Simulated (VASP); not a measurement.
OsO:

```xyz
2
Lattice="0.0000 2.2669 2.2669 2.2669 0.0000 2.2669 2.2669 2.2669 0.0000" Properties=species:S:1:pos:R:3 pbc="T T T"
Os    0.0000    0.0000    0.0000
O     3.4004    3.4004    3.4004
```

| Quantity | Value |
| --- | --- |
| Program | VASP 6.6.1 |
| Task | relaxation of cell and atoms |
| Functional | PBE |
| Potentials or basis | VASP PAW PBE potentials, release 64 (Os, O) |
| Cutoff | 600 eV |
| k mesh | 6 × 6 × 6 |
| Occupations | gaussian, width 0.1 eV |
| Spin | no spin polarisation |

At the start: pressure 23.2 GPa; volume 11.65 Å³/atom.

Task: How do energy, volume and symmetry change on relaxing?

Result: Over 4 steps the energy falls by 64.9 meV/atom and the volume is 12.63 Å³/atom (+8.4 %); space group F-43m (No. 216, to 0.1 Å) before and after.

The path:
```
step  energy change (eV)  largest force (eV/Å)  pressure (GPa)  volume (Å³)
   1              0.0000                0.0000           23.25        23.30
   2              0.2563                0.0000          -24.93        29.48
   3             -0.1295                0.0000           -0.97        25.34
   4             -0.1298                0.0000           -0.11        25.25
```

Final structure:
```
Os O
1.0
     0.00000    2.32852    2.32852
     2.32852    0.00000    2.32852
     2.32852    2.32852    0.00000
Os O
1 1
Direct
  0.00000 0.00000 0.00000
  0.75000 0.75000 0.75000
```
